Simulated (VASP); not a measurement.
Write the native input for VASP 6.6.1 that does the following.

| Item | Value |
| --- | --- |
| Task | single point |
| Functional | PBE |
| Potentials or basis | VASP PAW PBE potentials, release 64 (Hf_pv) |
| Cutoff | 520 eV |
| k mesh | 16 × 16 × 15 |
| Occupations | fermi-dirac, width 0.1 eV |
| Spin | no spin polarisation |
| Dipole correction | no |
| Further INCAR settings | ALGO = Normal; EDIFF = 1e-07; NBANDS = 11 |

The structure of Hf lies in POSCAR:

```
Hf
1.0
    2.7769860817      0.0000000000      0.0000000000
   -1.3884930409      2.4049404927      0.0000000000
    0.0000000000      0.0000000000      2.7286980114
Hf
1
Direct
    0.0000000000      0.0000000000      0.0000000000
```

One way to write it, as run:

INCAR

```
  PREC = Accurate
  ENCUT = 520
  EDIFF = 1E-7
  ISMEAR = -1
  SIGMA = 0.1
  LREAL = F
  LASPH = T
  NELM = 80
  ALGO = Normal
  ISIF = 2
  LWAVE = F
  LCHARG = F
  GGA = PE
  NBANDS = 11
```

KPOINTS

```
Automatic mesh
0
Gamma
  16 16 15
```

Potentials or basis: VASP PAW PBE potentials, release 64 (Hf_pv).

Launch:

```sh
$ cat potpaw_PBE.64/Hf_pv/POTCAR > POTCAR
$ mpirun -np 1 vasp_std > vasp.out
```

Results of the run:

```json
{"Pressure": "33.7 GPa", "Band gap on the k mesh": "zero (band 5 reaches 6.45 eV, above the bottom of band 6 at 5.67 eV)"}
```

Caveat: spin-orbit coupling is left out, which moves the levels of the heavy elements.

Run time: 13 s on 1 thread of Intel(R) Xeon(R) 6975P-C (Granite Rapids), on a shared host, peak memory 0.17 GiB.
